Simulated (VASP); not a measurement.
**MnS: single point with PBEsol**

MnS:

```xyz
2
Lattice="0.0000 2.4577 2.4577 2.4577 0.0000 2.4577 2.4577 2.4577 0.0000" Properties=species:S:1:pos:R:3 pbc="T T T"
Mn    0.0000    0.0000    0.0000
S     2.4577    2.4577    2.4577
```

```yaml
Program: VASP 6.6.1
Task: single point
Functional: PBEsol
Potentials_or_basis: VASP PAW PBE potentials, release 64 (Mn_pv, S)
Cutoff: 520 eV
k_mesh: 9 × 9 × 9
Occupations: fermi-dirac, width 0.05 eV
Spin: collinear spin, ferromagnetic start
Starting_moments: "[4.0, 0.0] μB"
Dipole_correction: no
Further_INCAR_settings: ALGO = Normal; EDIFF = 1e-07; NBANDS = 20
```

```json
{
  "Pressure": "0.2 GPa",
  "Net moment": "3.99 μB per cell",
  "Site moments": "Mn +3.70; S +0.05 μB",
  "Valence electrons inside the program's atomic spheres": "Mn 11.52; S 3.72"
}
```

Levels at points of the mesh, in eV from the Fermi level:
Spin up:
| k point | band 9 | band 10 | band 11 | band 12 | band 13 | band 14 | band 15 | band 16 |
| --- | --- | --- | --- | --- | --- | --- | --- | --- |
| (0.00, 0.00, 0.00) | -3.24 | -2.05 | -2.05 | -2.05 | 3.16 | 9.05 | 9.05 | 9.05 |
Spin down:
| k point | band 4 | band 5 | band 6 | band 7 | band 8 | band 9 | band 10 | band 11 | band 12 | band 13 |
| --- | --- | --- | --- | --- | --- | --- | --- | --- | --- | --- |
| (0.00, 0.00, 0.00) | -15.58 | -1.86 | -1.86 | -1.86 | -0.33 | -0.33 | -0.33 | -0.20 | -0.20 | 3.91 |

Wall time 53 s on 1 thread of Intel(R) Xeon(R) Platinum 8259CL CPU @ 2.50GHz (Skylake/Cascade Lake), on a shared host, peak memory 0.18 GiB.

Caveat: the PAW data sets were made with another functional, which shifts forces and pressure a little; a cell with one magnetic atom can't hold antiferromagnetic order, which such compounds often take; semilocal functionals often make such compounds metallic where correlation or magnetic order opens a gap, which also shifts bond lengths. With open d or f shells a metallic result of PBEsol can be an artefact of self-interaction; +U or a hybrid may open a gap.
